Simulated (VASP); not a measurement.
A run of VASP 6.6.1 is set up as follows.

The input INCAR:

```
ALGO = Normal
EDIFF = 1E-6
ENCUT = 520
GGA = PE
ISIF = 2
ISMEAR = -1
ISYM = 0
LASPH = True
LCHARG = False
LREAL = False
LWAVE = False
NBANDS = 19
NELM = 60
PREC = Accurate
SIGMA = 0.02
```

Contents of KPOINTS:

```
k-points
0
Gamma
  6 6 4
```

Contents of POSCAR:

```
TiTe2
1.0
    3.7903815437      0.0000000000      0.0000000000
   -1.8951907719      3.2825667069      0.0000000000
    0.0000000000      0.0000000000      6.5558879831
Ti Te
1 2
Direct
    0.0000000000      0.0000000000      0.0000000000
    0.6666666667      0.3333333333      0.2577957668
    0.3333333333      0.6666666667      0.7422042332
```

Potentials or basis: VASP PAW PBE potentials, release 64 (Ti_sv, Te).

Launch:

```bash
$ cat potpaw_PBE.64/Ti_sv/POTCAR potpaw_PBE.64/Te/POTCAR > POTCAR
$ mpirun -np 1 vasp_std > vasp.out
```

Estimate the pressure.

0.7 GPa.

What does it give for the largest force?

0.128 eV/Å.

Forces on the atoms (eV/Å):
```
Ti   0.000  0.000  0.000
Te   0.000  0.000  0.128
Te   0.000  0.000 -0.128
```

Caveat: this functional lacks dispersion, which binds the layers, so the pressure and a relaxed spacing across them are unreliable.
